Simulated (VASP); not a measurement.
Crystal: W.

```
W
1.0
     5.08300    0.00000    0.00000
     0.00000    5.08300    0.00000
     0.00000    0.00000    5.08300
W
8
Direct
  0.50000 0.25000 0.00000
  0.50000 0.75000 0.00000
  0.75000 0.00000 0.50000
  0.25000 0.00000 0.50000
  0.00000 0.50000 0.75000
  0.00000 0.50000 0.25000
  0.50000 0.50000 0.50000
  0.00000 0.00000 0.00000
```

* Program: VASP 6.6.1
* Task: relaxation of cell and atoms
* Functional: PBEsol
* Potentials or basis: VASP PAW PBE potentials, release 64 (W_sv)
* Cutoff: 600 eV
* k mesh: 5 × 5 × 5
* Occupations: fermi-dirac, width 0.05 eV
* Spin: no spin polarisation

At the start: pressure -8.5 GPa; volume 16.42 Å³/atom.

Q: How do energy, volume and symmetry change on relaxing?

A: Over 4 steps the energy falls by 12.4 meV/atom and the volume is 15.96 Å³/atom (-2.8 %); space group Pm-3n (No. 223, to 0.1 Å) before and after.

The path:
```tsv
step	energy change (eV)	largest force (eV/Å)	pressure (GPa)	volume (Å³)
1	0.0000	0.0000	-8.52	131.33
2	1.2996	0.0000	39.96	115.43
3	-0.0994	0.0000	-0.41	127.84
4	-0.0996	0.0000	-0.04	127.69
```

Final structure:
```xyz
8
Lattice="5.0357 0.0000 0.0000 0.0000 5.0357 0.0000 0.0000 0.0000 5.0357" Properties=species:S:1:pos:R:3 pbc="T T T"
W     2.5178    1.2589    0.0000
W     2.5178    3.7767    5.0357
W     3.7767    5.0357    2.5178
W     1.2589    0.0000    2.5178
W     5.0357    2.5178    3.7767
W     0.0000    2.5178    1.2589
W     2.5178    2.5178    2.5178
W     5.0357    5.0357    5.0357
```

Caveat: the PAW data sets were made with another functional, which shifts forces and pressure a little.
